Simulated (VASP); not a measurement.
A run of VASP 6.6.1 is set up as follows.

POSCAR

```
WSe2
1.0
    3.2996674462      0.0000000000      0.0000000000
   -1.6498337231      2.8575958324      0.0000000000
    0.0000000000      0.0000000000     13.2801879168
W Se
2 4
Direct
    0.3333333333      0.6666666667      0.2500000000
    0.6666666667      0.3333333333      0.7500000000
    0.6666666667      0.3333333333      0.3754989285
    0.6666666667      0.3333333333      0.1245010715
    0.3333333333      0.6666666667      0.8754989285
    0.3333333333      0.6666666667      0.6245010715
```

INCAR.step1

```
PREC     = Accurate       # precision mode
ENCUT    = 520            # plane-wave cutoff, eV
ISMEAR   = 0              # smearing method
SIGMA    = 0.01           # smearing width, eV
LREAL    = False          # projectors in reciprocal space
LASPH    = True           # aspherical terms in the spheres
NELM     = 60             # most SCF steps
NBANDS   = 35             # bands
GGA      = PE             # functional
ALGO     = Normal         # electronic algorithm
EDIFF    = 1E-4           # SCF threshold, eV
LWAVE    = True           # write WAVECAR
LCHARG   = False          # write CHGCAR
```

File INCAR.step2:

```
PREC     = Accurate       # precision mode
ENCUT    = 520            # plane-wave cutoff, eV
EDIFF    = 1E-7           # SCF threshold, eV
ISMEAR   = 0              # smearing method
SIGMA    = 0.01           # smearing width, eV
LREAL    = False          # projectors in reciprocal space
LASPH    = True           # aspherical terms in the spheres
NELM     = 60             # most SCF steps
ALGO     = Normal         # electronic algorithm
ISIF     = 2              # what is computed and relaxed
LWAVE    = False          # write WAVECAR
LCHARG   = True           # write CHGCAR
METAGGA  = R2SCAN         # meta-GGA
LMIXTAU  = True         
LELF     = True           # ELF
LVHAR    = True         
NBANDS   = 35             # bands
ISTART   = 1
```

File KPOINTS:

```
regular mesh
0
Gamma
  12 12 2
```

Potentials or basis: VASP PAW PBE potentials, release 64 (W_sv, Se).

The run is started by

```sh
$ cat potpaw_PBE.64/W_sv/POTCAR potpaw_PBE.64/Se/POTCAR > POTCAR
$ cp INCAR.step1 INCAR
$ mpirun -np 1 vasp_std > vasp.out
$ cp INCAR.step2 INCAR
$ mpirun -np 1 vasp_std > vasp.out
```

Problem. Estimate the band gap on the k mesh.

Solution. 1.21 eV (least direct gap 1.62 eV).

Problem. What does it give for the largest force?

Solution. 0.007 eV/Å.

Problem. Predict the pressure.

Solution. 1.4 GPa.

Forces on the atoms (eV/Å):
```
W    0.000  0.000  0.000
W    0.000  0.000  0.000
Se   0.000  0.000  0.007
Se   0.000  0.000 -0.007
Se   0.000  0.000  0.007
Se   0.000  0.000 -0.007
```

Caveat: the cell differs from its parent crystal (uniaxial z strain +1.0%); the PAW data sets were made with another functional, which shifts forces and pressure a little; spin-orbit coupling is left out, which moves the levels of the heavy elements. A k mesh can miss the band edges.
